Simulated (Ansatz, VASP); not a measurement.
## One calculation of Rb, two programs

The input INCAR:

```
SYSTEM = Rb
PREC     = Accurate       ! precision mode
ENCUT    = 520            ! plane-wave cutoff, eV
EDIFF    = 1E-6           ! SCF threshold, eV
ISMEAR   = 0              ! smearing method
SIGMA    = 0.15           ! smearing width, eV
LREAL    = .False.        ! projectors in reciprocal space
LASPH    = .True.         ! aspherical terms in the spheres
NELM     = 100            ! most SCF steps
ALGO     = Normal         ! electronic algorithm
ISIF     = 2              ! what is computed and relaxed
LWAVE    = .False.        ! write WAVECAR
LCHARG   = .False.        ! write CHGCAR
GGA      = CA             ! functional
NBANDS   = 10             ! bands
```

File KPOINTS:

```
regular mesh
0
Gamma
  14 14 14
  0 0 0
```

The input POSCAR:

```
Rb
1.0
   -2.7866176902      2.7866176902      2.7866176902
    2.7866176902     -2.7866176902      2.7866176902
    2.7866176902      2.7866176902     -2.7866176902
Rb
1
Direct
    0.0000000000      0.0000000000      0.0000000000
```

Input for Ansatz:

```yaml
crystal:
  lattice:
    - [-2.7866176902, 2.7866176902, 2.7866176902]
    - [2.7866176902, -2.7866176902, 2.7866176902]
    - [2.7866176902, 2.7866176902, -2.7866176902]
  atoms:
    - { symbol: Rb, position: [0.0, 0.0, 0.0] }
basis:
  ecutwfc: 420
kpoints:
  mp_grid: { grid: [14, 14, 14] }
hamiltonian:
  xc: lda
scf:
  occupations: { method: gaussian, width: 0.15 }
output:
  forces: true
  stress: true
  eigenvalues: true
```

Alike in both runs: task single point; functional LDA; k mesh 14 × 14 × 14; occupations gaussian, width 0.15 eV; no spin polarisation.

|  | VASP | Ansatz |
| --- | --- | --- |
| version | VASP 6.6.1 | Ansatz 0.2.0 |
| potentials or method | VASP PAW LDA potentials, release 64 (Rb_sv), cutoff 520 eV | scalar-relativistic, plane waves, PAW |
| valence electrons in the cell | 9 | 9 |

|  | VASP | Ansatz | Ansatz less VASP |
| --- | --- | --- | --- |
| gap on the k mesh at the Fermi level (eV) | none | none | - |
| pressure (GPa) | -0.3 | -0.3 | 0.00 |

LDA's correlation is that of Perdew and Zunger in VASP and of Perdew and Wang (1992) in Ansatz. A gap of «none» marks a metal or a gap that the smearing closes.
